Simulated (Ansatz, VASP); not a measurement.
Two plane-wave programs on MgO

File INCAR:

```
SYSTEM = MgO
ALGO = Normal
EDIFF = 1E-7
ENCUT = 520
GGA = PE
ISIF = 2
ISMEAR = 0
LASPH = .True.
LCHARG = .False.
LREAL = .False.
LWAVE = .False.
NBANDS = 16
NELM = 80
PREC = Accurate
SIGMA = 0.05
```

KPOINTS

```
k-points
0
Gamma
  6 6 6
  0 0 0
```

POSCAR

```
MgO
1.0
    3.4863778627      0.0000000000      0.0000000000
   -1.7431889314      3.0192917963      0.0000000000
    0.0000000000      0.0000000000      4.1780412200
Mg O
2 2
Direct
    0.6666666667      0.3333333333      0.7500000000
    0.3333333333      0.6666666667      0.2500000000
    0.6666666667      0.3333333333      0.1422940258
    0.3333333333      0.6666666667      0.7500000000
```

Input for Ansatz:

```yaml
crystal:
  lattice:
    - [3.4863778627, 0.0, 0.0]
    - [-1.7431889314, 3.0192917963, 0.0]
    - [0.0, 0.0, 4.17804122]
  atoms:
    - { symbol: Mg, position: [0.6666666667, 0.3333333333, 0.75] }
    - { symbol: Mg, position: [0.3333333333, 0.6666666667, 0.25] }
    - { symbol: O, position: [0.6666666667, 0.3333333333, 0.1422940258] }
    - { symbol: O, position: [0.3333333333, 0.6666666667, 0.75] }
basis:
  ecutwfc: 420
kpoints:
  mp_grid: { grid: [6, 6, 6] }
hamiltonian:
  xc: pbe
scf:
  occupations: { method: gaussian, width: 0.05 }
output:
  forces: true
  stress: true
  eigenvalues: true
  write_density: true
  write_potential: true
  elf: true
  volumetric_format: npy
```

Alike in both runs: task single point; functional PBE; k mesh 6 × 6 × 6; occupations gaussian, width 0.05 eV; no spin polarisation.

|  | VASP | Ansatz |
| --- | --- | --- |
| version | VASP 6.6.1 | Ansatz 0.2.0 |
| potentials or method | VASP PAW PBE potentials, release 64 (Mg, O), cutoff 520 eV | scalar-relativistic, plane waves, PAW |
| valence electrons in the cell | 16 | 32 |

Ansatz gave:

| Property | Result |
| --- | --- |
| gap on the k mesh at the Fermi level (eV) | 3.33 |
| least direct gap on the mesh (eV) | 3.46 |
| pressure (GPa) | 17.4 |
| traceless stress, the component that is largest in VASP (GPa) | 25.62 |
| rms of the force components (eV/Å) | 3.344 |

Problem. What did VASP give for the same quantities?

Solution. gap on the k mesh at the Fermi level (eV): 3.31; least direct gap on the mesh (eV): 3.45; pressure (GPa): 17.4; traceless stress, the component that is largest in VASP (GPa): 26.36; rms of the force components (eV/Å): 3.438.

Atom by atom the forces differ by 0.098 eV/Å (rms over components). With one functional, cell and mesh, what is left measures potentials, basis and numerics. VASP's potentials hold 16 valence electrons a cell and Ansatz's 32, so a difference there can come from the potentials and not from the codes.
